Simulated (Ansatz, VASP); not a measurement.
One calculation of W, two programs

```
CELL_PARAMETERS angstrom
-1.96154 1.96149 1.38667
1.96149 -1.96154 1.38667
3.30099 3.30099 -1.38677
ATOMIC_POSITIONS crystal
W 0.99999 0.00001 0.00000
W 0.75001 0.24999 0.50000
```

Alike in both runs: task single point; functional revPBE; k mesh 15 × 15 × 8; occupations fermi-dirac, width 0.1 eV; no spin polarisation.

```csv
,VASP,Ansatz
version,VASP 6.6.1,Ansatz 0.2.0
potentials or method,"VASP PAW PBE potentials, release 64 (W_sv), cutoff 520 eV","plane waves (420 eV) with PAW, scalar-relativistic"
valence electrons in the cell,28,28
```

Ansatz gave:

* pressure (GPa): -18.3
* traceless stress, the component that is largest in VASP (GPa): -1.16

Task: What did VASP give for the same quantities?

Result: Pressure (GPa): -18.1; traceless stress, the component that is largest in VASP (GPa): -1.09.

VASP's potentials were made for PBE, not for revPBE.

Spin-orbit coupling is off throughout.
